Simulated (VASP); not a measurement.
# BN in VASP: notebook

Runs on BN. Level: PBEsol. Tasks: single point, relaxation of cell and atoms.

All numbers are computed with VASP 6.6.1; they aren't measurements. Logs are shortened: lines on timing, memory, paths and dates and some standing lists are left out, and cuts for length are marked.

## (1) The cell of the first run

Symmetry: F-43m, No. 216, cubic system. The conventional cell has a = 3.606 Å, b = 3.606 Å, c = 3.606 Å, α = 90.00°, β = 90.00°, γ = 90.00°. B (site symmetry -43m) has 4 N at 1.56 Å within 2.1 Å. N (site symmetry -43m) has 4 B at 1.56 Å within 2.1 Å.

## (2) Single point, PBEsol

INCAR reads:

```
PREC     = Accurate       # precision mode
ENCUT    = 520            # plane-wave cutoff, eV
EDIFF    = 1E-6           # SCF threshold, eV
ISMEAR   = 0              # smearing method
SIGMA    = 0.02           # smearing width, eV
LREAL    = F              # projectors in reciprocal space
LASPH    = T              # aspherical terms in the spheres
NELM     = 80             # most SCF steps
ALGO     = Normal         # electronic algorithm
ISIF     = 2              # what is computed and relaxed
LWAVE    = F              # write WAVECAR
LCHARG   = F              # write CHGCAR
GGA      = PS             # functional
NBANDS   = 21             # bands
```

KPOINTS reads:

```
Automatic mesh
0
Gamma
  12 12 4
```

POSCAR reads:

```
BN
1.0
    2.5495938420      0.0000000000      0.0000000000
   -1.2747969210      2.2080130365      0.0000000000
    0.0000000000      0.0000000000      6.2452540944
B N
3 3
Direct
    0.0000000000      0.0000000000     -0.0000000277
    0.3333333333      0.6666666667      0.3333333057
    0.6666666667      0.3333333333      0.6666666390
    0.0000000000      0.0000000000      0.2500000277
    0.3333333333      0.6666666667      0.5833333610
    0.6666666667      0.3333333333      0.9166666943
```

Potentials or basis: VASP PAW PBE potentials, release 64 (B, N).

The run is started by

```
$ cat potpaw_PBE.64/B/POTCAR potpaw_PBE.64/N/POTCAR > POTCAR
$ mpirun -np 1 vasp_std > vasp.out
```

OUTCAR:

```text
PREC = Accurate
   ENCUT = 520
   EDIFF = 1E-6
   ISMEAR = 0
   LREAL = F
   LASPH = T
   NELM = 80
   ISIF = 2
   GGA = PS

 ion  position               nearest neighbor table
   1  0.000  0.000  1.000-   6 1.56   6 1.56   6 1.56   4 1.56
   2  0.333  0.667  0.333-   4 1.56   4 1.56   4 1.56   5 1.56
   3  0.667  0.333  0.667-   5 1.56   5 1.56   5 1.56   6 1.56
   4  0.000  0.000  0.250-   2 1.56   2 1.56   2 1.56   1 1.56
   5  0.333  0.667  0.583-   3 1.56   3 1.56   3 1.56   2 1.56
   6  0.667  0.333  0.917-   1 1.56   1 1.56   1 1.56   3 1.56

  LATTYP: Found a hexagonal cell.
 ALAT       =     2.5495938420
 C/A-ratio  =     2.4495094048

  Lattice vectors:

 A1 = (   2.5495938420,   0.0000000000,   0.0000000000)
 A2 = (  -1.2747969210,   2.2080130365,   0.0000000000)
 A3 = (   0.0000000000,   0.0000000000,   6.2452540944)

Analysis of symmetry for initial positions (statically):
=====================================================================
 Subroutine PRICEL returns following result:

  LATTYP: Found a face centered cubic cell.
 ALAT       =     3.6056894854

  Lattice vectors:

 A1 = (   1.2747969209,  -0.7360043454,   2.0817513652)
 A2 = (  -0.0000000001,   1.4720086911,   2.0817513652)
 A3 = (  -1.2747969207,  -0.7360043456,   2.0817513640)

   3 primitive cells build up your supercell.

 Routine SETGRP: Setting up the symmetry group for a
 hexagonal supercell.

 Subroutine GETGRP returns: Found  6 space group operations
 (whereof  6 operations were pure point group operations)
 out of a pool of 24 trial point group operations.

The static configuration has the point symmetry C_3v.

Analysis of symmetry for dynamics (positions and initial velocities):
=====================================================================
 Subroutine PRICEL returns following result:

  LATTYP: Found a face centered cubic cell.
 ALAT       =     3.6056894854

  Lattice vectors:

 A1 = (   1.2747969209,  -0.7360043454,   2.0817513652)
 A2 = (  -0.0000000001,   1.4720086911,   2.0817513652)
 A3 = (  -1.2747969207,  -0.7360043456,   2.0817513640)

   3 primitive cells build up your supercell.

 Routine SETGRP: Setting up the symmetry group for a
 hexagonal supercell.

[... 102 lines left out ...]
   ENCUT  =  520.0 eV  38.22 Ry    6.18 a.u.   4.74  4.74 11.61*2*pi/ulx,y,z
   NELM   =     80;   NELMIN=  2; NELMDL= -5     # of ELM steps
   EDIFF  = 0.1E-05   stopping-criterion for ELM
   LREAL  =      F    real-space projection
   EDIFFG = 0.1E-04   stopping-criterion for IOM
   NSW    =      0    number of steps for IOM
   IBRION =     -1    ionic relax: 0-MD 1-quasi-New 2-CG
   NFREE  =      0    steps in history (QN), initial steepest desc. (CG)
   ISIF   =      2    stress and relaxation
   ISYM   =      2    0-nonsym 1-usesym 2-fastsym
   POTIM  = 0.5000    time-step for ionic-motion
   TEBEG  =    0.0;   TEEND  =   0.0 temperature during run
   PSTRESS=    0.0 pullay stress
   NELECT =      24.0000    total number of electrons
   NUPDOWN=      -1.0000    fix difference up-down
   EMIN   =  10.00;   EMAX   =-10.00  energy-range for DOS
   EFERMI =   0.00;   METHOD = LEGACY
   ISMEAR =     0;   SIGMA  =   0.02  broadening in eV -4-tet -1-fermi 0-gaus
   EFERMI_NEDOS =   21; number of points for ismear=-14 and -15
   IALGO  =     38    algorithm
   IMIX   =      4    mixing-type and parameters
     AMIX     =   0.40;   BMIX     =  1.00
     AMIX_MAG =   1.60;   BMIX_MAG =  1.00
  volume/ion in A,a.u.               =       5.86        39.54
  Fermi-wavevector in a.u.,A,eV,Ry     =   1.441466  2.723975 28.270505  2.077824
  Thomas-Fermi vector in A             =   2.560095
   LORBIT       =      0    0 simple, 1 ext, 2 COOP (PROOUT), +10 PAW based schemes
   GGA     = PS    functional components
   LHFCALC =     F    Hartree Fock is set to
   AEXX    =    0.0000 exact exchange contribution
   IVDW    =     0    specifies the selected vdW correction
   LEPSILON=     F    determine dielectric tensor
   LRPA    =     F    only Hartree local field effects (RPA)
 non-spin polarized calculation
 Gauss-broadening in eV      SIGMA  =   0.02
  energy-cutoff  :      520.00
  volume of cell :       35.16
 maximum number of plane-waves:       972
 NGX is ok and might be reduce to    20
   NGX =  9   NGY =  9   NGZ = 23

 number of electron      23.9999998 magnetization

 Free energy of the ion-electron system (eV)
  ---------------------------------------------------
  ext. energy  EPLUGINS =         0.00000000
  ---------------------------------------------------
  free energy    TOTEN  =       -55.04055258 eV

  energy without entropy =      -55.04055258  energy(sigma->0) =      -55.04055258

 E-fermi :   7.5851     XC(G=0): -13.0540

 val. band max:        7.4584749037   @ k =   0.0000   0.0000   0.0000
 cond. band min:      11.7432963025   @ k =   0.5000  -0.0000   0.0000
 fundamental gap:      4.2848213987
 Fermi energy:         7.5850950662

 k-point     1 :       0.0000    0.0000    0.0000
  band No.  band energies     occupation
      1     -12.8831      2.00000
      2     -10.3122      2.00000
      3     -10.3122      2.00000
      4      -0.5064      2.00000
      5      -0.5064      2.00000
      6       5.8772      2.00000
[... 565 lines left out ...]
     20      19.6750      0.00000
     21      19.9089      0.00000

 [... further k-points ...]

------------------------ aborting loop because EDIFF is reached ----------------------------------------

  FORCE on cell =-STRESS in cart. coord.  units (eV):
  Direction    XX          YY          ZZ          XY          YZ          ZX
  --------------------------------------------------------------------------------------
  -------------------------------------------------------------------------------------
  Total        0.1386117      0.1386117      0.1366441      0.0000000     -0.0000000      0.0000000
  in kB        6.3166613      6.3166613      6.2269959      0.0000000     -0.0000000      0.0000000
  external PRESSURE =       6.2867729 kB  Pullay stress =       0.0000000 kB

 VOLUME and BASIS-vectors are now :
 -----------------------------------------------------------------------------
  energy-cutoff  :      520.00
  volume of cell :       35.16
      direct lattice vectors                 reciprocal lattice vectors
     2.549593842  0.000000000  0.000000000     0.392219335  0.226447938  0.000000000
    -1.274796921  2.208013037  0.000000000     0.000000000  0.452895877  0.000000000
     0.000000000  0.000000000  6.245254094     0.000000000  0.000000000  0.160121588

 POSITION                                       TOTAL-FORCE (eV/Angst)
 -----------------------------------------------------------------------------------
      0.00000      0.00000      6.24525        -0.000000      0.000000      0.000034
     -0.00000      1.47201      2.08175         0.000000      0.000000      0.000034
      1.27480      0.73600      4.16350        -0.000000      0.000000      0.000034
      0.00000      0.00000      1.56131         0.000000      0.000000     -0.000034
     -0.00000      1.47201      3.64307        -0.000000      0.000000     -0.000034
      1.27480      0.73600      5.72482         0.000000     -0.000000     -0.000034
 -----------------------------------------------------------------------------------
    total drift:                               -0.000000      0.000000      0.000060

  FREE ENERGIE OF THE ION-ELECTRON SYSTEM (eV)
  ---------------------------------------------------
  free  energy   TOTEN  =       -55.0405525767 eV

  energy  without entropy=      -55.0405525767  energy(sigma->0) =      -55.04055258
```

stdout:

```text
POSCAR found type information on POSCAR B N
 POSCAR found :  2 types and       6 ions
 scaLAPACK will be used
 -----------------------------------------------------------------------------
|                                                                             |
|                                                                             |
|     You enforced a specific xc type in the INCAR file but a different       |
|     I HOPE YOU KNOW WHAT YOU ARE DOING!                                     |
|                                                                             |
 -----------------------------------------------------------------------------

 LDA part: xc-table for (Slater+PW92), standard interpolation
 POSCAR, INCAR and KPOINTS ok, starting setup
 FFT: planning ... GRIDC
 FFT: planning ... GRID_SOFT
 FFT: planning ... GRID
 WAVECAR not read
 entering main loop
```

Wall time 26 s (1 thread of Intel Xeon Platinum 8375C at 2.90GHz (Ice Lake), shared host); peak memory 0.17 GiB.

What came out:

| Quantity | Value |
| --- | --- |
| Free energy | -55.0406 eV |
| Pressure | 0.6 GPa |
| Band gap on the k mesh | 4.28 eV |

Caveat: the PAW data sets were made with another functional, which shifts forces and pressure a little.

(Part 1 of 2 ends here.)
